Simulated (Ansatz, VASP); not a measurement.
**H: VASP beside Ansatz**

INCAR

```
SYSTEM = H
ALGO     = Normal         ! electronic algorithm
EDIFF    = 1E-6           ! SCF threshold, eV
ENCUT    = 520            ! plane-wave cutoff, eV
GGA      = PE             ! functional
ISIF     = 2              ! what is computed and relaxed
ISMEAR   = -1             ! smearing method
LASPH    = .True.         ! aspherical terms in the spheres
LCHARG   = .True.         ! write CHGCAR
LELF     = .True.         ! ELF
LREAL    = .False.        ! projectors in reciprocal space
LVHAR    = .True.       
LWAVE    = .False.        ! write WAVECAR
NBANDS   = 6              ! bands
NELM     = 100            ! most SCF steps
PREC     = Accurate       ! precision mode
SIGMA    = 0.05           ! smearing width, eV
```

The input KPOINTS:

```
k-points
0
Gamma
  20 20 20
  0 0 0
```

POSCAR

```
H
1.0
    0.0000000000      1.1568642498      1.1568642498
    1.1568642498      0.0000000000      1.1568642498
    1.1568642498      1.1568642498      0.0000000000
H
1
Direct
    0.0000000000      0.0000000000      0.0000000000
```

Input for Ansatz:

```yaml
crystal:
  lattice:
    - [0.0, 1.1568642498, 1.1568642498]
    - [1.1568642498, 0.0, 1.1568642498]
    - [1.1568642498, 1.1568642498, 0.0]
  atoms:
    - { symbol: H, position: [0.0, 0.0, 0.0] }
kpoints:
  mp_grid: { grid: [20, 20, 20] }
scf:
  occupations: { method: fermi_dirac, width: 0.05 }
hamiltonian:
  xc: pbe
  pseudopotentials: { kind: all_electron, lapw: { basis_error: 0.001 } }
output:
  forces: true
  stress: true
  eigenvalues: true
```

Change from the starting cell: volume scaled by 1.04.

Alike in both runs: task single point; functional PBE; k mesh 20 × 20 × 20; occupations fermi-dirac, width 0.05 eV; no spin polarisation.

```csv
,VASP,Ansatz
version,VASP 6.6.1,Ansatz 0.2.0
potentials or method,"VASP PAW PBE potentials, release 64 (H), cutoff 520 eV","all-electron LAPW, scalar-relativistic"
```

Ansatz gave:

```
pressure (GPa) : -4.3
```

Which values does VASP return?

Pressure (GPa): -4.7.

Ansatz ran all-electron here, and VASP with PAW potentials.
